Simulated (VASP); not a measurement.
Set up this calculation in VASP 6.6.1, as the native input.

```yaml
Task: single point
Functional: PBEsol
Potentials_or_basis: VASP PAW PBE potentials, release 64 (Mg, O)
Cutoff: 520 eV
k_mesh: 9 × 9 × 6
Occupations: gaussian, width 0.02 eV
Spin: no spin polarisation
Dipole_correction: no
Further_INCAR_settings: ALGO = Normal; EDIFF = 1e-06; NBANDS = 16
```

The structure of MgO lies in POSCAR:

```
MgO
1.0
    3.4863778627      0.0000000000      0.0000000000
   -1.7431889314      3.0192917963      0.0000000000
    0.0000000000      0.0000000000      4.1780412200
Mg O
2 2
Direct
    0.6924814278      0.3333333300      0.7500000000
    0.3333333300      0.6666666700      0.2500000000
    0.6666666700      0.3333333300      0.2500000000
    0.3333333300      0.6666666700      0.7500000000
```

This cell differs from its parent crystal: one atom moved.

One way to write it, as run:

INCAR

```
ALGO = Normal
EDIFF = 1E-6
ENCUT = 520
GGA = PS
ISIF = 2
ISMEAR = 0
LASPH = True
LCHARG = False
LREAL = False
LWAVE = False
NBANDS = 16
NELM = 80
PREC = Accurate
SIGMA = 0.02
```

KPOINTS

```
k-points
0
Gamma
  9 9 6
```

Potentials or basis: VASP PAW PBE potentials, release 64 (Mg, O).

Command:

```sh
$ cat potpaw_PBE.64/Mg/POTCAR potpaw_PBE.64/O/POTCAR > POTCAR
$ mpirun -np 1 vasp_std > vasp.out
```

Results of the run:

```
Pressure               : 1.1 GPa
Largest force          : 0.953 eV/Å
Band gap on the k mesh : 3.31 eV, direct
```

Caveat: the cell differs from its parent crystal (one atom moved); the PAW data sets were made with another functional, which shifts forces and pressure a little.

It took 52 s on 1 thread of Intel(R) Xeon(R) Platinum 8488C (Sapphire Rapids) (shared host), peak memory 0.24 GiB.
